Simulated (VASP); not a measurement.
# AlN (wurtzite type) (P6_3mc) in VASP: further runs, part 2 of 2

VASP 6.6.1. The steps go on from the part before.

**3. Single point, PBE (volume scaled by 0.8)**

Contents of INCAR:

```
PREC = Accurate
ENCUT = 520
EDIFF = 1E-6
ISMEAR = -1
SIGMA = 0.05
LREAL = False
LASPH = True
NELM = 80
ALGO = Normal
ISIF = 2
LWAVE = False
LCHARG = True
GGA = PE
LELF = True
LVHAR = True
NBANDS = 16
```

Contents of KPOINTS:

```
Automatic mesh
0
Gamma
  13 13 7
```

Contents of POSCAR:

```
AlN
1.0
    2.9488874729      0.0000000000      0.0000000000
   -1.4744437364      2.5538114644      0.0000000000
    0.0000000000      0.0000000000      4.5232202378
Al N
2 2
Direct
    0.3333333333      0.6666666667     -0.0098735465
    0.6666666667      0.3333333333      0.4901264535
    0.3333333333      0.6666666667      0.3858735465
    0.6666666667      0.3333333333      0.8858735465
```

Potentials or basis: VASP PAW PBE potentials, release 64 (Al, N).

Run with:

```bash
cat potpaw_PBE.64/Al/POTCAR potpaw_PBE.64/N/POTCAR > POTCAR
mpirun -np 1 vasp_std > vasp.out
```

OUTCAR:

```text
PREC = Accurate
   ENCUT = 520
   EDIFF = 1E-6
   ISMEAR = -1
   LREAL = False
   LASPH = True
   NELM = 80
   ISIF = 2
   GGA = PE

 ion  position               nearest neighbor table
   1  0.333  0.667  0.990-   4 1.77   4 1.77   4 1.77   3 1.79   2 2.83   2 2.83   2 2.83   2 2.83
                             2 2.83   2 2.83
   2  0.667  0.333  0.490-   3 1.77   3 1.77   3 1.77   4 1.79   1 2.83   1 2.83   1 2.83   1 2.83
                             1 2.83   1 2.83
   3  0.333  0.667  0.386-   2 1.77   2 1.77   2 1.77   1 1.79
   4  0.667  0.333  0.886-   1 1.77   1 1.77   1 1.77   2 1.79

  LATTYP: Found a hexagonal cell.
 ALAT       =     2.9488874729
 C/A-ratio  =     1.5338734622

  Lattice vectors:

 A1 = (   2.9488874729,   0.0000000000,   0.0000000000)
 A2 = (  -1.4744437364,   2.5538114644,   0.0000000000)
 A3 = (   0.0000000000,   0.0000000000,   4.5232202378)

Analysis of symmetry for initial positions (statically):
=====================================================================
 Subroutine PRICEL returns:
 Original cell was already a primitive cell.

 Routine SETGRP: Setting up the symmetry group for a
 hexagonal supercell.

 Subroutine GETGRP returns: Found 12 space group operations
 (whereof  6 operations were pure point group operations)
 out of a pool of 24 trial point group operations.

The static configuration has the point symmetry C_3v.
 The point group associated with its full space group is C_6v.

Analysis of symmetry for dynamics (positions and initial velocities):
=====================================================================
 Subroutine PRICEL returns:
 Original cell was already a primitive cell.

 Routine SETGRP: Setting up the symmetry group for a
 hexagonal supercell.

 Subroutine GETGRP returns: Found 12 space group operations
 (whereof  6 operations were pure point group operations)
 out of a pool of 24 trial point group operations.

The dynamic configuration has the point symmetry C_3v.
 The point group associated with its full space group is C_6v.

 Subroutine INISYM returns: Found 12 space group operations
 (whereof  6 operations are pure point group operations),
 and found     1 'primitive' translations

----------------------------------------------------------------------------------------

                                     Primitive cell

  volume of cell :      34.0639

  direct lattice vectors                    reciprocal lattice vectors
     2.948887473  0.000000000  0.000000000     0.339110939  0.195785792  0.000000000
    -1.474443736  2.553811464  0.000000000     0.000000000  0.391571584  0.000000000
     0.000000000  0.000000000  4.523220238     0.000000000  0.000000000  0.221081430

  length of vectors
     2.948887473  2.948887473  4.523220238     0.391571584  0.391571584  0.221081430

  position of ions in fractional coordinates (direct lattice)
     0.333333333  0.666666667  0.990126453
     0.666666667  0.333333333  0.490126453
     0.333333333  0.666666667  0.385873547
     0.666666667  0.333333333  0.885873547

  ion indices of the primitive-cell ions
   primitive index   ion index
                 1           1
                 2           2
                 3           3
                 4           4

----------------------------------------------------------------------------------------

 KPOINTS: Automatic mesh

Automatic generation of k-mesh.
 Grid dimensions read from file:
 generate k-points for:   13   13    7

 Generating k-lattice:

  Cartesian coordinates                     Fractional coordinates (reciprocal lattice)
     0.026085457  0.015060446  0.000000000     0.076923077  0.000000000  0.000000000
     0.000000000  0.030120891  0.000000000     0.000000000  0.076923077  0.000000000
     0.000000000  0.000000000  0.031583061     0.000000000  0.000000000  0.142857143

  Length of vectors
     0.030120891  0.030120891  0.031583061

  Shift w.r.t. Gamma in fractional coordinates (k-lattice)
     0.000000000  0.000000000  0.000000000

 Subroutine IBZKPT returns following result:
 ===========================================

 Found     84 irreducible k-points:

 Following reciprocal coordinates:
            Coordinates               Weight
  0.000000  0.000000  0.000000      1.000000
  0.076923  0.000000  0.000000      6.000000
  0.153846  0.000000  0.000000      6.000000
  0.230769  0.000000  0.000000      6.000000
  0.307692  0.000000  0.000000      6.000000
  0.384615 -0.000000  0.000000      6.000000
[... 16 lines left out ...]
  0.076923  0.000000  0.142857     12.000000
  0.153846  0.000000  0.142857     12.000000
 [... further k-points ...]
   k-points           NKPTS =     84   k-points in BZ     NKDIM =     84   number of bands    NBANDS=     16
   number of dos      NEDOS =    301   number of ions     NIONS =      4
   total plane-waves  NPLWV =  20736
   dimension x,y,z NGX =    24 NGY =   24 NGZ =   36
   dimension x,y,z NGXF=    48 NGYF=   48 NGZF=   72
   ions per type =               2   2
   NGX,Y,Z   is equivalent  to a cutoff of  13.53, 13.53, 13.23 a.u.
   NGXF,Y,Z  is equivalent  to a cutoff of  27.06, 27.06, 26.46 a.u.
 SYSTEM =  unknown system
   PREC   = accura    normal or accurate (medium, high low for compatibility)
   ISTART =      0    job   : 0-new  1-cont  2-samecut
   ICHARG =      2    charge: 1-file 2-atom 10-const
   ISPIN  =      1    spin polarized calculation?
   LNONCOLLINEAR =      F non collinear calculations
   LSORBIT =      F    spin-orbit coupling
   LASPH  =      T    aspherical Exc in radial PAW
   ENCUT  =  520.0 eV  38.22 Ry    6.18 a.u.   5.48  5.48  8.41*2*pi/ulx,y,z
   NELM   =     80;   NELMIN=  2; NELMDL= -5     # of ELM steps
   EDIFF  = 0.1E-05   stopping-criterion for ELM
   LREAL  =      F    real-space projection
   EDIFFG = 0.1E-04   stopping-criterion for IOM
   NSW    =      0    number of steps for IOM
   IBRION =     -1    ionic relax: 0-MD 1-quasi-New 2-CG
   NFREE  =      0    steps in history (QN), initial steepest desc. (CG)
   ISIF   =      2    stress and relaxation
   ISYM   =      2    0-nonsym 1-usesym 2-fastsym
   POTIM  = 0.5000    time-step for ionic-motion
   TEBEG  =    0.0;   TEEND  =   0.0 temperature during run
   PSTRESS=    0.0 pullay stress
   NELECT =      16.0000    total number of electrons
   NUPDOWN=      -1.0000    fix difference up-down
   EMIN   =  10.00;   EMAX   =-10.00  energy-range for DOS
   EFERMI =   0.00;   METHOD = LEGACY
   ISMEAR =    -1;   SIGMA  =   0.05  broadening in eV -4-tet -1-fermi 0-gaus
   EFERMI_NEDOS =   21; number of points for ismear=-14 and -15
   IALGO  =     38    algorithm
   IMIX   =      4    mixing-type and parameters
     AMIX     =   0.40;   BMIX     =  1.00
     AMIX_MAG =   1.60;   BMIX_MAG =  1.00
  volume/ion in A,a.u.               =       8.52        57.47
  Fermi-wavevector in a.u.,A,eV,Ry     =   1.272575  2.404817 22.033901  1.619446
  Thomas-Fermi vector in A             =   2.405445
   LORBIT       =      0    0 simple, 1 ext, 2 COOP (PROOUT), +10 PAW based schemes
   GGA     = PE    functional components
   LHFCALC =     F    Hartree Fock is set to
   AEXX    =    0.0000 exact exchange contribution
   IVDW    =     0    specifies the selected vdW correction
   LEPSILON=     F    determine dielectric tensor
   LRPA    =     F    only Hartree local field effects (RPA)
 non-spin polarized calculation
  energy-cutoff  :      520.00
  volume of cell :       34.06
 maximum number of plane-waves:       941
 NGX is ok and might be reduce to    24

 number of electron      16.0000003 magnetization

 Free energy of the ion-electron system (eV)
  ---------------------------------------------------
  ext. energy  EPLUGINS =         0.00000000
  ---------------------------------------------------
  free energy    TOTEN  =       -28.32864258 eV

  energy without entropy =      -28.32864258  energy(sigma->0) =      -28.32864258

 E-fermi :   9.6347     XC(G=0): -11.8324

 val. band max:        8.7095576836   @ k =   0.0000   0.0000   0.0000
 cond. band min:      13.7841481494   @ k =   0.3077   0.3077   0.0000
 fundamental gap:      5.0745904658
 Fermi energy:         9.6347027634

 k-point     1 :       0.0000    0.0000    0.0000
  band No.  band energies     occupation
      1      -8.2251      2.00000
      2      -5.1377      2.00000
      3       1.4814      2.00000
      4       7.0476      2.00000
      5       7.0476      2.00000
      6       7.8871      2.00000
[... 433 lines left out ...]
      3       2.1992      2.00000
      4       5.8140      2.00000
      5       6.6259      2.00000
      6       6.7010      2.00000
[... 8 lines left out ...]
     15      22.7273      0.00000
     16      22.8262      0.00000

 [... further k-points ...]
[... 5 lines left out ...]
  --------------------------------------------------------------------------------------
  -------------------------------------------------------------------------------------
  Total       13.7435791     13.7435791     13.7517967      0.0000000      0.0000000     -0.0000000
  in kB      646.4213048    646.4213048    646.8078150      0.0000000      0.0000000     -0.0000000
  external PRESSURE =     646.5501415 kB  Pullay stress =       0.0000000 kB

 VOLUME and BASIS-vectors are now :
 -----------------------------------------------------------------------------
  energy-cutoff  :      520.00
  volume of cell :       34.06
      direct lattice vectors                 reciprocal lattice vectors
     2.948887473  0.000000000  0.000000000     0.339110939  0.195785792  0.000000000
    -1.474443736  2.553811464  0.000000000     0.000000000  0.391571584  0.000000000
     0.000000000  0.000000000  4.523220238     0.000000000  0.000000000  0.221081430

 POSITION                                       TOTAL-FORCE (eV/Angst)
 -----------------------------------------------------------------------------------
     -0.00000      1.70254      4.47856         0.000000     -0.000000     -0.000942
      1.47444      0.85127      2.21695         0.000000     -0.000000     -0.000942
     -0.00000      1.70254      1.74539         0.000000     -0.000000      0.000942
      1.47444      0.85127      4.00700        -0.000000      0.000000      0.000942
 -----------------------------------------------------------------------------------
    total drift:                               -0.000000      0.000000      0.000763

  FREE ENERGIE OF THE ION-ELECTRON SYSTEM (eV)
  ---------------------------------------------------
  free  energy   TOTEN  =       -28.3286425778 eV

  energy  without entropy=      -28.3286425777  energy(sigma->0) =      -28.32864258
```

OSZICAR:

```text
N       E                     dE             d eps       ncg     rms          rms(c)
DAV:   1     0.426461310392E+02    0.42646E+02   -0.75816E+03  2696   0.914E+02
DAV:   2    -0.310557038585E+02   -0.73702E+02   -0.68554E+02  3776   0.202E+02
DAV:   3    -0.339966845441E+02   -0.29410E+01   -0.29337E+01  3304   0.408E+01
DAV:   4    -0.340114151714E+02   -0.14731E-01   -0.14730E-01  3344   0.325E+00
DAV:   5    -0.340115893916E+02   -0.17422E-03   -0.17422E-03  3408   0.356E-01    0.138E+01
DAV:   6    -0.283944617090E+02    0.56171E+01   -0.10507E+01  3240   0.250E+01    0.496E+00
DAV:   7    -0.283437461304E+02    0.50716E-01   -0.10282E+00  3208   0.728E+00    0.331E+00
DAV:   8    -0.283319383043E+02    0.11808E-01   -0.52802E-02  3024   0.199E+00    0.411E-01
DAV:   9    -0.283282223963E+02    0.37159E-02   -0.11386E-02  3664   0.823E-01    0.215E-01
DAV:  10    -0.283287130996E+02   -0.49070E-03   -0.16630E-03  2896   0.268E-01    0.124E-01
DAV:  11    -0.283286408250E+02    0.72275E-04   -0.18844E-04  3096   0.110E-01    0.199E-02
DAV:  12    -0.283286427010E+02   -0.18760E-05   -0.96341E-06  3296   0.249E-02    0.525E-03
DAV:  13    -0.283286425778E+02    0.12322E-06   -0.14313E-06  2376   0.103E-02
   1 F= -.28328643E+02 E0= -.28328643E+02  d E =-.565408E-10
```

Run time: 32 s. Hardware: 1 thread of Intel Xeon 6975P-C, shared host; peak memory 0.17 GiB.

Results:

- Free energy: -28.3286 eV
- Pressure: 64.7 GPa
- Band gap on the k mesh: 5.07 eV, indirect (least direct gap 5.72 eV)

Caveat: the cell differs from its parent crystal (volume scaled by 0.8).

**4. Single point, PBE**

This run uses another cell than the first one, of 9.37 Å³/atom, 1.100 times its volume.

Contents of INCAR:

```
SYSTEM = AlN
ALGO = Normal
EDIFF = 1E-6
ENCUT = 520
GGA = PE
ISIF = 2
ISMEAR = -1
LASPH = .TRUE.
LCHARG = .FALSE.
LREAL = .FALSE.
LWAVE = .FALSE.
NBANDS = 16
NELM = 100
PREC = Accurate
SIGMA = 0.05
```

Contents of KPOINTS:

```
k-points
0
G
  13 13 7
  0 0 0
```

Contents of POSCAR:

```
AlN
1.0
    3.0112858846      0.0000000000      0.0000000000
   -1.5056429423      2.6078500741      0.0000000000
    0.0000000000      0.0000000000      4.7714770989
Al N
2 2
Direct
    0.3333333333      0.6666666667     -0.0045189305
    0.6666666667      0.3333333333      0.4954810695
    0.3333333333      0.6666666667      0.3805189305
    0.6666666667      0.3333333333      0.8805189305
```

Run with:

```bash
cat potpaw_PBE.64/Al/POTCAR potpaw_PBE.64/N/POTCAR > POTCAR
mpirun -np 1 vasp_std > vasp.out
```

Wall time 29 s (1 thread of Intel Xeon 6975P-C, shared host); peak memory 0.17 GiB.

It converged, with:

| Property | Result |
| --- | --- |
| Free energy | -29.3322 eV |
| Pressure | 31.3 GPa |
| Band gap on the k mesh | 5.11 eV, direct |

Levels at points of the mesh, in eV from the valence-band top:
| k point | band 6 | band 7 | band 8 | band 9 | band 10 | band 11 |
| --- | --- | --- | --- | --- | --- | --- |
| (0.00, 0.00, 0.00) | -0.37 | -0.37 | 0.00 | 5.11 | 7.45 | 11.52 |

A k mesh can miss the band edges. Expect the measured gap to be larger: semilocal functionals such as PBE lack the derivative discontinuity.

**5. Single point, PBE**

Contents of INCAR:

```
  ALGO = Normal
  EDIFF = 1E-6
  ENCUT = 520
  GGA = PE
  ISIF = 2
  ISMEAR = -1
  LASPH = T
  LCHARG = F
  LREAL = F
  LWAVE = F
  NBANDS = 16
  NELM = 100
  PREC = Accurate
  SIGMA = 0.05
```

Contents of KPOINTS:

```
k-points
0
Gamma
  13 13 7
```

POSCAR is that of step 4.

Run with:

```bash
cat potpaw_PBE.64/Al/POTCAR potpaw_PBE.64/N/POTCAR > POTCAR
mpirun -np 1 vasp_std > vasp.out
```

It took 31 s on 1 thread of Intel Xeon 6975P-C, shared host; peak memory 0.17 GiB.

Results (log left out):

* Free energy: -29.3322 eV
* Pressure: 31.3 GPa
* Band gap on the k mesh: 5.11 eV, direct

Levels at points of the mesh, in eV from the valence-band top:
```
           k point  band 6  band 7  band 8  band 9  band 10  band 11
(0.00, 0.00, 0.00)   -0.37   -0.37    0.00    5.11     7.45    11.52
```

**6. Single point, PBE**

This run uses another cell than the first one, of 10.01 Å³/atom, 1.175 times its volume.

Contents of INCAR:

```
SYSTEM = AlN
ALGO = Normal
EDIFF = 1E-6
ENCUT = 520
GGA = PE
ISIF = 2
ISMEAR = -1
LASPH = .TRUE.
LCHARG = .FALSE.
LREAL = .FALSE.
LWAVE = .FALSE.
NBANDS = 16
NELM = 60
PREC = Accurate
SIGMA = 0.05
```

Contents of KPOINTS:

```
k-points
0
G
  13 13 7
  0 0 0
```

Contents of POSCAR:

```
AlN
1.0
    3.0708030982      0.0000000000      0.0000000000
   -1.5354015491      2.6593934931      0.0000000000
    0.0000000000      0.0000000000      4.9011507609
Al N
2 2
Direct
    0.3333333333      0.6666666667     -0.0034070628
    0.6666666667      0.3333333333      0.4965929372
    0.3333333333      0.6666666667      0.3794070628
    0.6666666667      0.3333333333      0.8794070628
```

Potentials or basis: VASP PAW PBE potentials, release 64 (Al, N).

Run with:

```bash
cat potpaw_PBE.64/Al/POTCAR potpaw_PBE.64/N/POTCAR > POTCAR
mpirun -np 1 vasp_std > vasp.out
```

OUTCAR:

```text
SYSTEM = AlN
   EDIFF = 1E-6
   ENCUT = 520
   GGA = PE
   ISIF = 2
   ISMEAR = -1
   LASPH = .TRUE.
   LREAL = .FALSE.
   NELM = 60
   PREC = Accurate

 ion  position               nearest neighbor table
   1  0.333  0.667  0.997-   4 1.86   4 1.86   4 1.86   3 1.88   2 3.02   2 3.02   2 3.02   2 3.02
                             2 3.02   2 3.02
   2  0.667  0.333  0.497-   3 1.86   3 1.86   3 1.86   4 1.88   1 3.02   1 3.02   1 3.02   1 3.02
                             1 3.02   1 3.02
   3  0.333  0.667  0.379-   2 1.86   2 1.86   2 1.86   1 1.88
   4  0.667  0.333  0.879-   1 1.86   1 1.86   1 1.86   2 1.88

[... 660 lines left out ...]
  -------------------------------------------------------------------------------------
  Total        3.2975496      3.2975496      3.3076675      0.0000000      0.0000000      0.0000000
  in kB      131.9985864    131.9985864    132.4036013      0.0000000      0.0000000      0.0000000
  external PRESSURE =     132.1335913 kB  Pullay stress =       0.0000000 kB

 VOLUME and BASIS-vectors are now :
 -----------------------------------------------------------------------------
  energy-cutoff  :      520.00
  volume of cell :       40.03
      direct lattice vectors                 reciprocal lattice vectors
     3.070803098  0.000000000  0.000000000     0.325647711  0.188012794  0.000000000
    -1.535401549  2.659393493  0.000000000     0.000000000  0.376025587  0.000000000
     0.000000000  0.000000000  4.901150761     0.000000000  0.000000000  0.204033716

 POSITION                                       TOTAL-FORCE (eV/Angst)
 -----------------------------------------------------------------------------------
     -0.00000      1.77293      4.88445         0.000000     -0.000000      0.000637
      1.53540      0.88646      2.43388        -0.000000     -0.000000      0.000637
     -0.00000      1.77293      1.85953        -0.000000     -0.000000     -0.000637
      1.53540      0.88646      4.31011        -0.000000      0.000000     -0.000637
 -----------------------------------------------------------------------------------
    total drift:                                0.000000      0.000000     -0.000005

  FREE ENERGIE OF THE ION-ELECTRON SYSTEM (eV)
  ---------------------------------------------------
  free  energy   TOTEN  =       -29.6812479666 eV

  energy  without entropy=      -29.6812479666  energy(sigma->0) =      -29.68124797
```

Run time: 30 s. Hardware: 1 thread of Intel Xeon 6975P-C, shared host; peak memory 0.17 GiB.

What came out:

```yaml
Free_energy: -29.6812 eV
Pressure: 13.2 GPa
Band_gap_on_the_k_mesh: 4.56 eV, direct
```

Levels at points of the mesh, in eV from the valence-band top:
| k point | band 5 | band 6 | band 7 | band 8 | band 9 | band 10 | band 11 | band 12 |
| --- | --- | --- | --- | --- | --- | --- | --- | --- |
| (0.00, 0.00, 0.00) | -0.94 | -0.27 | -0.27 | 0.00 | 4.56 | 6.98 | 10.96 | 11.40 |

A k mesh can miss the band edges. PBE gaps usually lie below the measured ones, often by a third to a half.

**7. Single point, PBE**

Contents of INCAR:

```
PREC = Accurate
ENCUT = 520
EDIFF = 1E-7
ISMEAR = -1
SIGMA = 0.05
LREAL = False
LASPH = True
NELM = 100
ALGO = Normal
ISIF = 2
LWAVE = False
LCHARG = True
GGA = PE
LELF = True
LVHAR = True
NBANDS = 16
```

Contents of KPOINTS:

```
regular mesh
0
Gamma
  13 13 7
```

POSCAR, as its differences from that of step 6:

```diff
@@ -4,3 +4,3 @@
    -1.5354015491      2.6593934931      0.0000000000
-    0.0000000000      0.0000000000      4.9011507609
+    0.0000000000      0.0000000000      4.9011507608
 Al N
```

Run with:

```bash
cat potpaw_PBE.64/Al/POTCAR potpaw_PBE.64/N/POTCAR > POTCAR
mpirun -np 1 vasp_std > vasp.out
```

Run time: 32 s. Hardware: 1 thread of Intel Xeon 6975P-C, shared host; peak memory 0.18 GiB.

It converged, with:

- Free energy: -29.6812 eV
- Pressure: 13.2 GPa
- Band gap on the k mesh: 4.56 eV, direct

Levels at points of the mesh, in eV from the valence-band top:
| k point | band 4 | band 5 | band 6 | band 7 | band 8 | band 9 | band 10 | band 11 | band 12 | band 13 |
| --- | --- | --- | --- | --- | --- | --- | --- | --- | --- | --- |
| (0.00, 0.00, 0.00) | -0.94 | -0.94 | -0.27 | -0.27 | 0.00 | 4.56 | 6.98 | 10.96 | 11.40 | 11.40 |

A k mesh can miss the band edges.

**8. The runs side by side**

```csv
cell,gap on the mesh (eV),pressure (GPa)
"a = 2.949, b = 2.949, c = 4.523 Å, angles 90.0, 90.0, 120.0°, 4 atoms",5.07,64.7
"a = 3.011, b = 3.011, c = 4.771 Å, angles 90.0, 90.0, 120.0°, 4 atoms",5.11,31.3
"a = 3.071, b = 3.071, c = 4.901 Å, angles 90.0, 90.0, 120.0°, 4 atoms",4.56,13.2
```

Alike in all rows: task single point; level PBE; potentials or basis VASP PAW PBE potentials, release 64 (Al, N); no spin polarisation; k mesh 13 × 13 × 7; cutoff (eV) 520; smearing fermi-dirac 0.05 eV.

Absolute energies hang on the potentials; compare differences alone.
